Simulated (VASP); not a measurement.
# TiAl (Pm-3m) in VASP: notebook

TiAl is run at these levels: PBEsol; tasks: single point, relaxation of cell and atoms.

Everything below comes from runs of VASP 6.6.1. Logs are shortened: lines on timing, memory, paths and dates and some standing lists are left out, and cuts for length are marked.

**1. The cell of the first run**

It takes space group Pm-3m (No. 221, cubic). Conventional cell: a = 3.081 Å, b = 3.081 Å, c = 3.081 Å, α = 90.00°, β = 90.00°, γ = 90.00°. Within 3.5 Å of Al (site symmetry m-3m) lie 8 Ti at 2.67 Å and 6 Al at 3.08 Å. Ti (site symmetry m-3m) has 8 Al at 2.67 Å and 6 Ti at 3.08 Å within 3.5 Å.

**2. Single point, PBEsol**

Contents of INCAR:

```
SYSTEM = TiAl
ALGO = Normal
EDIFF = 1E-6
ENCUT = 520
GGA = PS
ISIF = 2
ISMEAR = 0
LASPH = .True.
LCHARG = .False.
LREAL = .False.
LWAVE = .False.
NBANDS = 14
NELM = 80
PREC = Accurate
SIGMA = 0.1
```

Contents of KPOINTS:

```
k-points
0
Gamma
  6 6 6
  0 0 0
```

Contents of POSCAR:

```
TiAl
1.0
    3.0810149011      0.0000000000      0.0000000000
    0.0000000000      3.0810149011      0.0000000000
    0.0000000000      0.0000000000      3.0810149011
Al Ti
1 1
Direct
    0.0000000000      0.0000000000      0.0000000000
    0.5000000000      0.5000000000      0.5000000000
```

Potentials or basis: VASP PAW PBE potentials, release 64 (Al, Ti_sv).

The run is started by

```bash
cat potpaw_PBE.64/Al/POTCAR potpaw_PBE.64/Ti_sv/POTCAR > POTCAR
mpirun -np 1 vasp_std > vasp.out
```

OUTCAR:

```text
SYSTEM = TiAl
   EDIFF = 1E-6
   ENCUT = 520
   GGA = PS
   ISIF = 2
   ISMEAR = 0
   LASPH = .True.
   LREAL = .False.
   NELM = 80
   PREC = Accurate

 ion  position               nearest neighbor table
   1  0.000  0.000  0.000-   2 2.67   2 2.67   2 2.67   2 2.67   2 2.67   2 2.67   2 2.67   2 2.67

   2  0.500  0.500  0.500-   1 2.67   1 2.67   1 2.67   1 2.67   1 2.67   1 2.67   1 2.67   1 2.67

  LATTYP: Found a simple cubic cell.
 ALAT       =     3.0810149011

  Lattice vectors:

 A1 = (   3.0810149011,   0.0000000000,   0.0000000000)
 A2 = (   0.0000000000,   3.0810149011,   0.0000000000)
 A3 = (   0.0000000000,   0.0000000000,   3.0810149011)

Analysis of symmetry for initial positions (statically):
=====================================================================
 Subroutine PRICEL returns:
 Original cell was already a primitive cell.

 Routine SETGRP: Setting up the symmetry group for a
 simple cubic supercell.

 Subroutine GETGRP returns: Found 48 space group operations
 (whereof 48 operations were pure point group operations)
 out of a pool of 48 trial point group operations.

The static configuration has the point symmetry O_h .

Analysis of symmetry for dynamics (positions and initial velocities):
=====================================================================
 Subroutine PRICEL returns:
 Original cell was already a primitive cell.

 Routine SETGRP: Setting up the symmetry group for a
 simple cubic supercell.

 Subroutine GETGRP returns: Found 48 space group operations
 (whereof 48 operations were pure point group operations)
 out of a pool of 48 trial point group operations.

The dynamic configuration has the point symmetry O_h .

 Subroutine INISYM returns: Found 48 space group operations
 (whereof 48 operations are pure point group operations),
 and found     1 'primitive' translations

----------------------------------------------------------------------------------------

                                     Primitive cell

  volume of cell :      29.2470

  direct lattice vectors                    reciprocal lattice vectors
     3.081014901  0.000000000  0.000000000     0.324568375  0.000000000  0.000000000
     0.000000000  3.081014901  0.000000000     0.000000000  0.324568375  0.000000000
     0.000000000  0.000000000  3.081014901     0.000000000  0.000000000  0.324568375

  length of vectors
[... 85 lines left out ...]
   POTIM  = 0.5000    time-step for ionic-motion
   TEBEG  =    0.0;   TEEND  =   0.0 temperature during run
   PSTRESS=    0.0 pullay stress
   NELECT =      15.0000    total number of electrons
   NUPDOWN=      -1.0000    fix difference up-down
   EMIN   =  10.00;   EMAX   =-10.00  energy-range for DOS
   EFERMI =   0.00;   METHOD = LEGACY
   ISMEAR =     0;   SIGMA  =   0.10  broadening in eV -4-tet -1-fermi 0-gaus
   EFERMI_NEDOS =   21; number of points for ismear=-14 and -15
   IALGO  =     38    algorithm
   IMIX   =      4    mixing-type and parameters
     AMIX     =   0.40;   BMIX     =  1.00
     AMIX_MAG =   1.60;   BMIX_MAG =  1.00
  volume/ion in A,a.u.               =      14.62        98.68
  Fermi-wavevector in a.u.,A,eV,Ry     =   1.310423  2.476340 23.364033  1.717208
  Thomas-Fermi vector in A             =   2.440954
   LORBIT       =      0    0 simple, 1 ext, 2 COOP (PROOUT), +10 PAW based schemes
   GGA     = PS    functional components
   LHFCALC =     F    Hartree Fock is set to
   AEXX    =    0.0000 exact exchange contribution
   IVDW    =     0    specifies the selected vdW correction
   LEPSILON=     F    determine dielectric tensor
   LRPA    =     F    only Hartree local field effects (RPA)
 non-spin polarized calculation
 Gauss-broadening in eV      SIGMA  =   0.10
  energy-cutoff  :      520.00
  volume of cell :       29.25
 maximum number of plane-waves:       840
 NGX is ok and might be reduce to    24
   NGX = 11   NGY = 11   NGZ = 11

 number of electron      15.0000008 magnetization

 Free energy of the ion-electron system (eV)
  ---------------------------------------------------
  ext. energy  EPLUGINS =         0.00000000
  ---------------------------------------------------
  free energy    TOTEN  =       -12.91190415 eV

  energy without entropy =      -12.90093687  energy(sigma->0) =      -12.90642051

 E-fermi :   9.7089     XC(G=0): -11.6043

 val. band max:        9.6347281673   @ k =   0.3333   0.3333   0.1667
 cond. band min:       9.7786680906   @ k =   0.3333   0.1667   0.0000
 fundamental gap:      0.1439399233
 Fermi energy:         9.7089186703

 k-point     1 :       0.0000    0.0000    0.0000
  band No.  band energies     occupation
      1     -46.7621      2.00000
      2     -23.0550      2.00000
      3     -23.0550      2.00000
      4     -23.0550      2.00000
      5       0.0287      2.00000
      6       8.0343      2.00000
      7       8.0343      2.00000
      8      11.7169      0.00000
      9      11.7169      0.00000
     10      11.7169      0.00000
     11      14.5980      0.00000
     12      14.5980      0.00000
     13      14.5980      0.00000
     14      19.1010      0.00000
[... 309 lines left out ...]
      1     -46.6949      2.00000
      2     -23.2325      2.00000
      3     -23.2325      2.00000
      4     -23.2325      2.00000
      5       6.3079      2.00000
      6       6.3079      2.00000
      7       6.3079      2.00000
      8      10.9223      0.00000
      9      12.9005      0.00000
     10      12.9005      0.00000
     11      12.9005      0.00000
     12      12.9045      0.00000
     13      12.9045      0.00000
     14      17.0038      0.00000

------------------------ aborting loop because EDIFF is reached ----------------------------------------

  FORCE on cell =-STRESS in cart. coord.  units (eV):
  Direction    XX          YY          ZZ          XY          YZ          ZX
  --------------------------------------------------------------------------------------
  -------------------------------------------------------------------------------------
  Total        1.7708626      1.7708626      1.7708626     -0.0000000     -0.0000000      0.0000000
  in kB       97.0094526     97.0094526     97.0094526     -0.0000000     -0.0000000      0.0000000
  external PRESSURE =      97.0094526 kB  Pullay stress =       0.0000000 kB

 VOLUME and BASIS-vectors are now :
 -----------------------------------------------------------------------------
  energy-cutoff  :      520.00
  volume of cell :       29.25
      direct lattice vectors                 reciprocal lattice vectors
     3.081014901  0.000000000  0.000000000     0.324568375  0.000000000  0.000000000
     0.000000000  3.081014901  0.000000000     0.000000000  0.324568375  0.000000000
     0.000000000  0.000000000  3.081014901     0.000000000  0.000000000  0.324568375

 POSITION                                       TOTAL-FORCE (eV/Angst)
 -----------------------------------------------------------------------------------
      0.00000      0.00000      0.00000         0.000000      0.000000      0.000000
      1.54051      1.54051      1.54051         0.000000      0.000000      0.000000
 -----------------------------------------------------------------------------------
    total drift:                                0.000000     -0.000000     -0.000000

  FREE ENERGIE OF THE ION-ELECTRON SYSTEM (eV)
  ---------------------------------------------------
  free  energy   TOTEN  =       -12.9119041458 eV

  energy  without entropy=      -12.9009368708  energy(sigma->0) =      -12.90642051
```

OSZICAR:

```text
N       E                     dE             d eps       ncg     rms          rms(c)
DAV:   1     0.112000782272E+03    0.11200E+03   -0.71069E+03   560   0.109E+03
DAV:   2    -0.465184372932E+01   -0.11665E+03   -0.11223E+03   572   0.311E+02
DAV:   3    -0.140821456088E+02   -0.94303E+01   -0.92379E+01  1010   0.780E+01
DAV:   4    -0.145167353560E+02   -0.43459E+00   -0.43439E+00   616   0.134E+01
DAV:   5    -0.145311641833E+02   -0.14429E-01   -0.14427E-01   828   0.236E+00    0.112E+01
DAV:   6    -0.129502434363E+02    0.15809E+01   -0.45627E+00   634   0.304E+01    0.283E+00
DAV:   7    -0.129193344412E+02    0.30909E-01   -0.26804E-01   620   0.683E+00    0.198E+00
DAV:   8    -0.129124695924E+02    0.68648E-02   -0.45971E-02   746   0.189E+00    0.462E-01
DAV:   9    -0.129117653906E+02    0.70420E-03   -0.54306E-03   656   0.962E-01    0.179E-01
DAV:  10    -0.129119032547E+02   -0.13786E-03   -0.49195E-04   622   0.268E-01    0.215E-02
DAV:  11    -0.129119050036E+02   -0.17489E-05   -0.60532E-05   764   0.612E-02    0.147E-02
DAV:  12    -0.129119041458E+02    0.85773E-06   -0.54413E-06   614   0.311E-02
   1 F= -.12911904E+02 E0= -.12906421E+02  d E =-.109673E-01
```

Run time: 5.5 s. Hardware: 1 thread of Intel Xeon Platinum 8124M at 3.00GHz (Skylake/Cascade Lake), shared host; peak memory 0.14 GiB.

What came out:

| Quantity | Value |
| --- | --- |
| Free energy | -12.9119 eV |
| Pressure | 9.7 GPa |

Caveat: the PAW data sets were made with another functional, which shifts forces and pressure a little.

**3. Single point, PBEsol**

This run uses another cell than the first one, of 15.71 Å³/atom, 1.074 times its volume.

Contents of INCAR:

```
ALGO = Normal ; EDIFF = 1E-6
ENCUT = 520 ; GGA = PS
ISIF = 2 ; ISMEAR = 0
LASPH = True ; LCHARG = False
LREAL = False ; LWAVE = False
NBANDS = 14 ; NELM = 80
PREC = Accurate ; SIGMA = 0.1
```

Contents of KPOINTS:

```
k-points
0
Gamma
  6 6 6
```

Contents of POSCAR:

```
TiAl
1.0
    3.1552927248      0.0000000000      0.0000000000
    0.0000000000      3.1552927248      0.0000000000
    0.0000000000      0.0000000000      3.1552927248
Al Ti
1 1
Direct
    0.0000000000      0.0000000000      0.0000000000
    0.5000000000      0.5000000000      0.5000000000
```

Potentials or basis: VASP PAW PBE potentials, release 64 (Al, Ti_sv).

The run is started by

```bash
cat potpaw_PBE.64/Al/POTCAR potpaw_PBE.64/Ti_sv/POTCAR > POTCAR
mpirun -np 1 vasp_std > vasp.out
```

Wall time 5.6 s (1 thread of Intel Xeon Platinum 8124M at 3.00GHz (Skylake/Cascade Lake), shared host); peak memory 0.14 GiB.

The run converged. Its results:

```
Free energy : -12.9743 eV
Pressure    : -0.1 GPa
```

Levels at points of the mesh, in eV from the Fermi level:
```
           k point  band 5  band 6  band 7  band 8  band 9  band 10
(0.00, 0.00, 0.00)   -9.37   -1.50   -1.50    1.83    1.83     1.83
(0.50, 0.00, 0.00)   -6.06   -5.27   -0.58    0.13    0.13     2.05
(0.50, 0.50, 0.00)   -5.08   -2.11   -2.11   -1.51    0.69     0.69
(0.50, 0.50, 0.50)   -3.18   -3.18   -3.18    0.77    2.90     2.90
```

Caveat: the PAW data sets were made with another functional, which shifts forces and pressure a little.

(Continued in part 2 of 2.)
